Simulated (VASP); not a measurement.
# H in VASP: single point with PBE+D3(BJ)

Aim: the single point of H with PBE+D3(BJ).

All numbers are computed with VASP 6.6.1; they aren't measurements. Logs are shortened: lines on timing, memory, paths and dates and some standing lists are left out, and cuts for length are marked.

**1. The cell of the first run**

The cell holds a molecule in a box, 1 atom: a = 6.306 Å, b = 6.306 Å, c = 21.127 Å, α = 90.00°, β = 90.00°, γ = 120.00°.

**2. Single point, PBE+D3(BJ), collinear spin, ferromagnetic start**

The input, INCAR:

```
ALGO = Normal
DIPOL = 0.5 0.5 0.594
EDIFF = 1E-7
ENCUT = 520
GGA = PE
IDIPOL = 3
ISIF = 2
ISMEAR = 0
ISPIN = 2
IVDW = 12
LASPH = True
LCHARG = False
LDIPOL = True
LORBIT = 11
LREAL = False
LWAVE = False
MAGMOM = 1
NBANDS = 10
NELM = 150
PREC = Accurate
SIGMA = 0.05
```

The input, KPOINTS:

```
k-points
0
Gamma
  3 3 1
```

The input, POSCAR:

```
H
1.0
    6.3058975174      0.0000000000      0.0000000000
   -3.1529487587      5.4610674438      0.0000000000
    0.0000000000      0.0000000000     21.1272323976
H
1
Direct
    0.1666666667      0.8333333333      0.5941181229
```

Potentials or basis: VASP PAW PBE potentials, release 64 (H).

Launch:

```console
cat potpaw_PBE.64/H/POTCAR > POTCAR
mpirun -np 1 vasp_std > vasp.out
```

OUTCAR:

```text
EDIFF = 1E-7
   ENCUT = 520
   GGA = PE
   ISIF = 2
   ISMEAR = 0
   ISPIN = 2
   IVDW = 12
   LASPH = True
   LORBIT = 11
   LREAL = False
   NELM = 150
   PREC = Accurate
 IVDW          = 12

 ion  position               nearest neighbor table
   1  0.167  0.833  0.594-

  LATTYP: Found a hexagonal cell.
 ALAT       =     6.3058975174
 C/A-ratio  =     3.3503926030

  Lattice vectors:

 A1 = (   6.3058975174,   0.0000000000,   0.0000000000)
 A2 = (  -3.1529487587,   5.4610674438,   0.0000000000)
 A3 = (   0.0000000000,   0.0000000000,  21.1272323976)

Analysis of symmetry for initial positions (statically):
=====================================================================
 Subroutine PRICEL returns:
 Original cell was already a primitive cell.

 Routine SETGRP: Setting up the symmetry group for a
 hexagonal supercell.

 Subroutine GETGRP returns: Found 24 space group operations
 (whereof  2 operations were pure point group operations)
 out of a pool of 24 trial point group operations.

The static configuration has the point symmetry C_1h.
 The point group associated with its full space group is D_6h.

Analysis of symmetry for dynamics (positions and initial velocities):
=====================================================================
 Subroutine PRICEL returns:
 Original cell was already a primitive cell.

 Routine SETGRP: Setting up the symmetry group for a
 hexagonal supercell.

 Subroutine GETGRP returns: Found 24 space group operations
 (whereof  2 operations were pure point group operations)
 out of a pool of 24 trial point group operations.

The dynamic configuration has the point symmetry C_1h.
 The point group associated with its full space group is D_6h.

Analysis of structural, dynamic, and magnetic symmetry:
=====================================================================
 Subroutine PRICEL returns:
 Original cell was already a primitive cell.

 Routine SETGRP: Setting up the symmetry group for a
 hexagonal supercell.

 Subroutine GETGRP returns: Found 24 space group operations
 (whereof  2 operations were pure point group operations)
 out of a pool of 24 trial point group operations.

The overall configuration has the point symmetry C_1h.
 The point group associated with its full space group is D_6h.

 Subroutine INISYM returns: Found 24 space group operations
 (whereof  2 operations are pure point group operations),
 and found     1 'primitive' translations

----------------------------------------------------------------------------------------

                                     Primitive cell

  volume of cell :     727.5571

  direct lattice vectors                    reciprocal lattice vectors
     6.305897517  0.000000000  0.000000000     0.158581708  0.091557192  0.000000000
    -3.152948759  5.461067444  0.000000000     0.000000000  0.183114384  0.000000000
     0.000000000  0.000000000 21.127232398     0.000000000  0.000000000  0.047332276

  length of vectors
     6.305897517  6.305897517 21.127232398     0.183114384  0.183114384  0.047332276

  position of ions in fractional coordinates (direct lattice)
     0.166666667  0.833333333  0.594118123

  ion indices of the primitive-cell ions
   primitive index   ion index
                 1           1

----------------------------------------------------------------------------------------

 KPOINTS: k-points

Automatic generation of k-mesh.
 Grid dimensions read from file:
 generate k-points for:    3    3    1

 Generating k-lattice:

  Cartesian coordinates                     Fractional coordinates (reciprocal lattice)
     0.052860569  0.030519064  0.000000000     0.333333333  0.000000000  0.000000000
     0.000000000  0.061038128  0.000000000     0.000000000  0.333333333  0.000000000
     0.000000000  0.000000000  0.047332276     0.000000000  0.000000000  1.000000000

  Length of vectors
     0.061038128  0.061038128  0.047332276

  Shift w.r.t. Gamma in fractional coordinates (k-lattice)
     0.000000000  0.000000000  0.000000000

 Subroutine IBZKPT returns following result:
 ===========================================

 Found      3 irreducible k-points:

 Following reciprocal coordinates:
            Coordinates               Weight
  0.000000  0.000000  0.000000      1.000000
  0.333333  0.000000  0.000000      6.000000
  0.333333  0.333333  0.000000      2.000000
   k-points           NKPTS =      3   k-points in BZ     NKDIM =      3   number of bands    NBANDS=     10
   number of dos      NEDOS =    301   number of ions     NIONS =      1
   total plane-waves  NPLWV = 368640
   dimension x,y,z NGX =    48 NGY =   48 NGZ =  160
   dimension x,y,z NGXF=    96 NGYF=   96 NGZF=  320
   ions per type =               1
   NGX,Y,Z   is equivalent  to a cutoff of  12.65, 12.65, 12.59 a.u.
   NGXF,Y,Z  is equivalent  to a cutoff of  25.31, 25.31, 25.18 a.u.
 SYSTEM =  unknown system
   PREC   = accura    normal or accurate (medium, high low for compatibility)
   ISTART =      0    job   : 0-new  1-cont  2-samecut
   ICHARG =      2    charge: 1-file 2-atom 10-const
   ISPIN  =      2    spin polarized calculation?
   LNONCOLLINEAR =      F non collinear calculations
   LSORBIT =      F    spin-orbit coupling
   LASPH  =      T    aspherical Exc in radial PAW
   ENCUT  =  520.0 eV  38.22 Ry    6.18 a.u.  11.72 11.72 39.28*2*pi/ulx,y,z
   NELM   =    150;   NELMIN=  2; NELMDL= -5     # of ELM steps
   EDIFF  = 0.1E-06   stopping-criterion for ELM
   LREAL  =      F    real-space projection
   EDIFFG = 0.1E-05   stopping-criterion for IOM
   NSW    =      0    number of steps for IOM
   IBRION =     -1    ionic relax: 0-MD 1-quasi-New 2-CG
   NFREE  =      0    steps in history (QN), initial steepest desc. (CG)
   ISIF   =      2    stress and relaxation
   ISYM   =      2    0-nonsym 1-usesym 2-fastsym
   POTIM  = 0.5000    time-step for ionic-motion
   TEBEG  =    0.0;   TEEND  =   0.0 temperature during run
   PSTRESS=    0.0 pullay stress
   NELECT =       1.0000    total number of electrons
   NUPDOWN=      -1.0000    fix difference up-down
   EMIN   =  10.00;   EMAX   =-10.00  energy-range for DOS
   EFERMI =   0.00;   METHOD = LEGACY
   ISMEAR =     0;   SIGMA  =   0.05  broadening in eV -4-tet -1-fermi 0-gaus
   EFERMI_NEDOS =   21; number of points for ismear=-14 and -15
   IALGO  =     38    algorithm
   IMIX   =      4    mixing-type and parameters
     AMIX     =   0.40;   BMIX     =  1.00
     AMIX_MAG =   1.60;   BMIX_MAG =  1.00
  volume/ion in A,a.u.               =     727.56      4909.80
  Fermi-wavevector in a.u.,A,eV,Ry     =   0.182020  0.343968  0.450779  0.033131
  Thomas-Fermi vector in A             =   0.909732
   LORBIT       =     11    0 simple, 1 ext, 2 COOP (PROOUT), +10 PAW based schemes
   GGA     = PE    functional components
   LHFCALC =     F    Hartree Fock is set to
   AEXX    =    0.0000 exact exchange contribution
   IVDW    =    12    specifies the selected vdW correction
   LEPSILON=     F    determine dielectric tensor
   LRPA    =     F    only Hartree local field effects (RPA)
 spin polarized calculation
 Gauss-broadening in eV      SIGMA  =   0.05
  energy-cutoff  :      520.00
  volume of cell :      727.56
 maximum number of plane-waves:     19662
 NGX is ok and might be reduce to    48
   NGX = 23   NGY = 23   NGZ = 79

 dipolmoment           0.000000      0.000000     -0.000000 electrons x Angstroem

 number of electron       1.0000000 magnetization       1.0000000

 dipolmoment           0.000000      0.000000      0.000000 electrons x Angstroem

 Free energy of the ion-electron system (eV)
  ---------------------------------------------------
  ext. energy  EPLUGINS =         0.00000000
  ---------------------------------------------------
  free energy    TOTEN  =        -1.11743358 eV

  energy without entropy =       -1.11743358  energy(sigma->0) =       -1.11743358

 E-fermi :  -7.3231     XC(G=0):  -0.1523

 val. band max:       -7.5543717885   @ k =   0.3333   0.3333   0.0000
 cond. band min:      -0.3824791002   @ k =   0.0000   0.0000   0.0000
 fundamental gap:      7.1718926883
 Fermi energy:        -7.3231269911

 spin component 1

 k-point     1 :       0.0000    0.0000    0.0000
  band No.  band energies     occupation
      1      -7.5738      1.00000
      2      -0.3825      0.00000
      3      -0.0942      0.00000
      4       0.1959      0.00000
      5       0.8618      0.00000
      6       1.1703      0.00000
      7       2.4515      0.00000
      8       2.6414      0.00000
      9       2.6415      0.00000
     10       2.7098      0.00000

 k-point     2 :       0.3333    0.0000    0.0000
  band No.  band energies     occupation
      1      -7.5608      1.00000
      2      -0.1018      0.00000
      3       0.4426      0.00000
      4       0.7016      0.00000
      5       1.2719      0.00000
      6       1.3878      0.00000
      7       1.8147      0.00000
      8       2.0605      0.00000
      9       2.1731      0.00000
     10       2.3859      0.00000

 k-point     3 :       0.3333    0.3333    0.0000
  band No.  band energies     occupation
      1      -7.5544      1.00000
      2       0.4662      0.00000
      3       0.4663      0.00000
      4       1.1818      0.00000
      5       1.4604      0.00000
      6       1.7692      0.00000
      7       1.7692      0.00000
      8       1.8127      0.00000
      9       1.8127      0.00000
     10       1.9543      0.00000
 Fermi energy:        -7.3231269911

 spin component 2

 k-point     1 :       0.0000    0.0000    0.0000
  band No.  band energies     occupation
      1       0.0883      0.00000
      2       0.3810      0.00000
      3       0.5494      0.00000
      4       1.4164      0.00000
      5       1.5564      0.00000
      6       3.1275      0.00000
      7       3.1905      0.00000
      8       5.0829      0.00000
      9       5.0975      0.00000
     10       5.0980      0.00000

 k-point     2 :       0.3333    0.0000    0.0000
  band No.  band energies     occupation
      1       0.6471      0.00000
      2       0.9413      0.00000
      3       1.0986      0.00000
      4       1.9761      0.00000
      5       2.0817      0.00000
      6       2.3372      0.00000
      7       2.6223      0.00000
      8       2.7907      0.00000
      9       3.6381      0.00000
     10       3.6816      0.00000

 k-point     3 :       0.3333    0.3333    0.0000
  band No.  band energies     occupation
      1       1.7426      0.00000
      2       1.7427      0.00000
      3       1.7925      0.00000
      4       2.0572      0.00000
      5       2.0572      0.00000
      6       2.0709      0.00000
      7       2.1171      0.00000
      8       2.1174      0.00000
      9       2.4084      0.00000
     10       3.0754      0.00000

------------------------ aborting loop because EDIFF is reached ----------------------------------------

 vacuum level on the upper side and lower side of the slab       (xc-potential included)        -0.015        -0.015

 Edisp (eV)   -0.00024

 E8    (eV) :    -0.0000

  FORCE on cell =-STRESS in cart. coord.  units (eV):
  Direction    XX          YY          ZZ          XY          YZ          ZX
  --------------------------------------------------------------------------------------
  -------------------------------------------------------------------------------------
  Total      -0.01185    -0.01185    -0.00987     0.00000    -0.00000    -0.00000
  in kB      -0.02609    -0.02609    -0.02173     0.00000    -0.00000    -0.00000
  external pressure =       -0.02 kB  Pullay stress =        0.00 kB

 VOLUME and BASIS-vectors are now :
 -----------------------------------------------------------------------------
  energy-cutoff  :      520.00
  volume of cell :      727.56
      direct lattice vectors                 reciprocal lattice vectors
     6.305897517  0.000000000  0.000000000     0.158581708  0.091557192  0.000000000
    -3.152948759  5.461067444  0.000000000     0.000000000  0.183114384  0.000000000
     0.000000000  0.000000000 21.127232398     0.000000000  0.000000000  0.047332276

 POSITION                                       TOTAL-FORCE (eV/Angst)
 -----------------------------------------------------------------------------------
     -1.57647      4.55089     12.55207         0.000000      0.000000      0.000000
 -----------------------------------------------------------------------------------
    total drift:                                0.000000      0.000000      0.000002

  FREE ENERGIE OF THE ION-ELECTRON SYSTEM (eV)
  ---------------------------------------------------
  free  energy   TOTEN  =        -1.1176697841 eV

  energy  without entropy=       -1.1176697841  energy(sigma->0) =       -1.11766978

 vacuum level on the upper side and lower side of the slab         0.013         0.013

 total charge

# of ion       s       p       d       tot
------------------------------------------
    1        0.380   0.000   0.000   0.380

 magnetization (x)

# of ion       s       p       d       tot
------------------------------------------
    1        0.380   0.000   0.000   0.380
```

Run time: 3.4 min. Hardware: 1 thread of Oxide Virtual Turin-like, shared host; peak memory 0.92 GiB.

Results:

```
Free energy                                           : -1.1177 eV
Gap between the frontier levels                       : 7.17 eV
Net moment                                            : 1.00 μB per cell
Site moments                                          : H +0.38 μB
Valence electrons inside the program's atomic spheres : H 0.38
Dispersion energy per atom                            : 0.000 eV
```

Levels at points of the mesh, in eV from the valence-band top:
Spin up:
| k point | band 1 | band 2 | band 3 | band 4 | band 5 |
| --- | --- | --- | --- | --- | --- |
| (0.00, 0.00, 0.00) | -0.02 | 7.17 | 7.46 | 7.75 | 8.42 |
Spin down:
| k point | band 1 | band 2 | band 3 | band 4 | band 5 |
| --- | --- | --- | --- | --- | --- |
| (0.00, 0.00, 0.00) | 7.64 | 7.94 | 8.10 | 8.97 | 9.11 |
